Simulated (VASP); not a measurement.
Write the native input for VASP 6.6.1 that does the following.

```
Task                   : single point
Functional             : PBE
Potentials or basis    : VASP PAW PBE potentials, release 64 (Al, N)
Cutoff                 : 520 eV
k mesh                 : 10 × 10 × 10
Occupations            : gaussian, width 0.05 eV
Spin                   : no spin polarisation
Dipole correction      : no
Further INCAR settings : ALGO = Normal; EDIFF = 1e-06; NBANDS = 11
```

The structure of AlN lies in POSCAR:

```
AlN
1.0
    0.0405413681      2.0278633321      2.0278633321
    2.0278633321      0.0405413681      2.0278633321
    2.0278633321      2.0278633321      0.0405413681
Al N
1 1
Direct
    0.5000000000      0.5000000000      0.5000000000
    0.0000000000      0.0000000000      0.0000000000
```

One way to write it, as run:

INCAR

```
ALGO = Normal
EDIFF = 1E-6
ENCUT = 520
GGA = PE
ISIF = 2
ISMEAR = 0
LASPH = True
LCHARG = False
LREAL = False
LWAVE = False
NBANDS = 11
NELM = 60
PREC = Accurate
SIGMA = 0.05
```

KPOINTS

```
k-points
0
Gamma
  10 10 10
```

Potentials or basis: VASP PAW PBE potentials, release 64 (Al, N).

Command:

```console
$ cat potpaw_PBE.64/Al/POTCAR potpaw_PBE.64/N/POTCAR > POTCAR
$ mpirun -np 1 vasp_std > vasp.out
```

It gave:

```
Pressure               : 11.1 GPa
Band gap on the k mesh : 4.49 eV, indirect (least direct gap 5.78 eV)
```

It took 32 s on 1 thread of AMD EPYC 7R43 64-Core Processor (Zen 3) (shared host), peak memory 0.11 GiB.
